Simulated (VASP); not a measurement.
Set up this calculation in VASP 6.6.1, as the native input.

| Quantity | Value |
| --- | --- |
| Task | single point |
| Functional | PBE |
| Potentials or basis | VASP PAW PBE potentials, release 64 (Hf_pv, H) |
| Cutoff | 520 eV |
| k mesh | 9 × 9 × 1 |
| Occupations | gaussian, width 0.1 eV |
| Spin | no spin polarisation |
| Dipole correction | yes |
| Further INCAR settings | ALGO = Normal; EDIFF = 1e-06; NBANDS = 24 |

The structure of Hf3H lies in POSCAR:

```
Hf3H
1.0
    3.0697355021      0.0000000000      0.0000000000
   -1.0232451674      2.8941743867      0.0000000000
    0.0000000000      0.0000000000     20.2814081478
Hf H
3 1
Direct
    0.5000000000      0.5000000000      0.1972249644
    0.0000000000      0.0000000000      0.3153436029
    0.5000000000      0.5000000000      0.4329782273
    0.6666666667      0.6666666667      0.5201097989
```

One way to write it, as run:

INCAR

```
  ALGO = Normal
  DIPOL = 0.5 0.5 0.366
  EDIFF = 1E-6
  ENCUT = 520
  GGA = PE
  IDIPOL = 3
  ISIF = 2
  ISMEAR = 0
  LASPH = T
  LCHARG = F
  LDIPOL = T
  LREAL = F
  LWAVE = F
  NBANDS = 24
  NELM = 100
  PREC = Accurate
  SIGMA = 0.1
```

KPOINTS

```
k-points
0
Gamma
  9 9 1
```

Potentials or basis: VASP PAW PBE potentials, release 64 (Hf_pv, H).

The run is started by

```sh
$ cat potpaw_PBE.64/Hf_pv/POTCAR potpaw_PBE.64/H/POTCAR > POTCAR
$ mpirun -np 1 vasp_std > vasp.out
```

It gave:

The largest force is 0.977 eV/Å.

Wall time 2.3 min on 1 thread of Intel(R) Xeon(R) 6975P-C (Granite Rapids) (shared host), peak memory 0.33 GiB.
